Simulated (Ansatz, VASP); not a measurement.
# BN in VASP and in Ansatz

The input INCAR:

```
SYSTEM = BN
PREC = Accurate
ENCUT = 520
EDIFF = 1E-6
ISMEAR = -1
SIGMA = 0.02
LREAL = .FALSE.
LASPH = .TRUE.
NELM = 60
ALGO = Normal
ISIF = 2
LWAVE = .FALSE.
LCHARG = .FALSE.
GGA = PE
NBANDS = 11
```

KPOINTS

```
Automatic mesh
0
G
  12 12 12
  0 0 0
```

Contents of POSCAR:

```
BN
1.0
    0.0174582595      1.7632842110      1.7632842110
    1.7632842110      0.0174582595      1.7632842110
    1.7632842110      1.7632842110      0.0174582595
B N
1 1
Direct
    0.0000000000      0.0000000000      0.0000000000
    0.5000000000      0.5000000000      0.5000000000
```

Input for Ansatz:

```yaml
crystal:
  lattice:
    - [0.0174582595, 1.763284211, 1.763284211]
    - [1.763284211, 0.0174582595, 1.763284211]
    - [1.763284211, 1.763284211, 0.0174582595]
  atoms:
    - { symbol: B, position: [0.0, 0.0, 0.0] }
    - { symbol: "N", position: [0.5, 0.5, 0.5] }
kpoints:
  mp_grid: { grid: [12, 12, 12] }
  band_path:
    path:
      - [0.0, 0.0, 0.0]
      - [0.5, 0.0, 0.5]
      - [0.625, 0.25, 0.625]
      - [0.375, 0.375, 0.75]
      - [0.5, 0.5, 0.5]
      - [0.5, 0.25, 0.75]
      - [0.171875, 0.171875, 0.333333]
      - [0.0, 0.5, 0.5]
    npoints: 1
hamiltonian:
  xc: pbe
scf:
  occupations: { method: fermi_dirac, width: 0.02 }
  n_extra_bands: 4
output:
  forces: true
  stress: true
  eigenvalues: true
```

Change from the starting cell: shear_111 strain +1.5%.

Alike in both runs: task single point; functional PBE; k mesh 12 × 12 × 12; occupations fermi-dirac, width 0.02 eV; no spin polarisation.

```csv
,VASP,Ansatz
version,VASP 6.6.1,Ansatz 0.2.0
potentials or method,"VASP PAW PBE potentials, release 64 (B, N)","plane waves, PAW"
plane-wave cutoff (eV),520,420
valence electrons in the cell,8,8
```

|  | VASP | Ansatz | Ansatz less VASP |
| --- | --- | --- | --- |
| gap on the k mesh at the Fermi level (eV) | 1.00 | 1.00 | +0.005 |
| pressure (GPa) | -1.8 | -1.7 | +0.10 |
| traceless stress, the component that is largest in VASP (GPa) | -6.16 | -6.15 | +0.012 |
